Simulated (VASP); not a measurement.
Wanted: the native input for a VASP 6.6.1 run.

- Task: electric field gradients
- Functional: PBEsol
- Potentials or basis: VASP PAW PBE potentials, release 64 (Sr_sv, Ti_sv, O)
- Cutoff: 520 eV
- k mesh: 7 × 7 × 7
- Occupations: fermi-dirac, width 0.05 eV
- Spin: no spin polarisation
- Dipole correction: no
- Further INCAR settings: ALGO = Normal; EDIFF = 1e-08; NBANDS = 28

The structure of SrTiO3 lies in POSCAR:

```
SrTiO3
1.0
    3.9050000000     -0.0585750000     -0.0585750000
   -0.0585750000      3.9050000000     -0.0585750000
   -0.0585750000     -0.0585750000      3.9050000000
Sr Ti O
1 1 3
Direct
    0.0000000000      0.0000000000      0.0000000000
    0.5000000000      0.5000000000      0.5000000000
    0.0000000000      0.5000000000      0.5000000000
    0.5000000000      0.0000000000      0.5000000000
    0.5000000000      0.5000000000      0.0000000000
```

This cell differs from its parent crystal: equal xy, yz and zx shear strains of -3 %.

These files were run (other wordings do the same):

INCAR

```
ALGO = Normal ; EDIFF = 1E-8
ENCUT = 520 ; GGA = PS
ISIF = 2 ; ISMEAR = -1
LASPH = True ; LCHARG = False
LEFG = True ; LREAL = False
LWAVE = False ; NBANDS = 28
NELM = 100 ; PREC = Accurate
SIGMA = 0.05
```

KPOINTS

```
k-points
0
Gamma
  7 7 7
```

Potentials or basis: VASP PAW PBE potentials, release 64 (Sr_sv, Ti_sv, O).

Command:

```console
$ cat potpaw_PBE.64/Sr_sv/POTCAR potpaw_PBE.64/Ti_sv/POTCAR potpaw_PBE.64/O/POTCAR > POTCAR
$ mpirun -np 1 vasp_std > vasp.out
```

It gave:

```json
{
 "Pressure": "-1.1 GPa",
 "Band gap on the k mesh": "1.71 eV (least direct gap 1.89 eV)",
 "Largest electric field gradient by atom": "Sr -16.1; Ti +11.9; O +11.8 V/Å²"
}
```

Caveat: the cell differs from its parent crystal (equal xy, yz and zx shear strains of -3 %); without QUAD_EFG the Cq values of the log hold for a quadrupole moment of 1 mb, not for the nuclei; the PAW data sets were made with another functional, which shifts forces and pressure a little.

Wall time 2.3 min on 1 thread of Intel Xeon 8259CL (shared host), peak memory 0.22 GiB.
